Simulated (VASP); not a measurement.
Set up this calculation in VASP 6.6.1, as the native input.

| Quantity | Value |
| --- | --- |
| Task | single point |
| Functional | PBEsol |
| Potentials or basis | VASP PAW PBE potentials, release 64 (P) |
| Cutoff | 500 eV |
| k mesh | 6 × 6 × 3 |
| Occupations | gaussian, width 0.02 eV |
| Spin | no spin polarisation |
| Dipole correction | no |
| Further INCAR settings | ALGO = Normal; EDIFF = 1e-06; NBANDS = 12 |

The structure of P lies in POSCAR:

```
P
1.0
    2.4246940000      0.0000000000      0.0000000000
    0.0000000000      2.4385350000      0.0000000000
   -0.0203140000      0.0000000000      4.8524330000
P
2
Direct
    0.0000000000      0.0000000000      0.2505750000
    0.0000000000      0.0000000000      0.7494250000
```

These files were run (other wordings do the same):

INCAR

```
SYSTEM = P
ALGO = Normal ; EDIFF = 1E-6
ENCUT = 500 ; GGA = PS
GGA_COMPAT = .False. ; ISIF = 2
ISMEAR = 0 ; LASPH = .True.
LCHARG = .True. ; LELF = .True.
LREAL = .False. ; LVHAR = .True.
LWAVE = .False. ; NBANDS = 12
NELM = 120 ; PREC = Accurate
SIGMA = 0.02
```

KPOINTS

```
k-points
0
Gamma
  6 6 3
  0 0 0
```

Potentials or basis: VASP PAW PBE potentials, release 64 (P).

Run with:

```sh
$ cat potpaw_PBE.64/P/POTCAR > POTCAR
$ mpirun -np 1 vasp_std > vasp.out
```

Results of the run:

```json
{"Pressure": "-1.3 GPa", "Largest force": "0.021 eV/Å", "Band gap on the k mesh": "zero (band 5 reaches 15.26 eV, above the bottom of band 6 at 6.55 eV)"}
```

Caveat: the k points lie up to 0.43 Å⁻¹ apart; the PAW data sets were made with another functional, which shifts forces and pressure a little.

It took 13 s on 1 thread of Intel Xeon 8259CL, with other jobs on the host, peak memory 0.13 GiB.
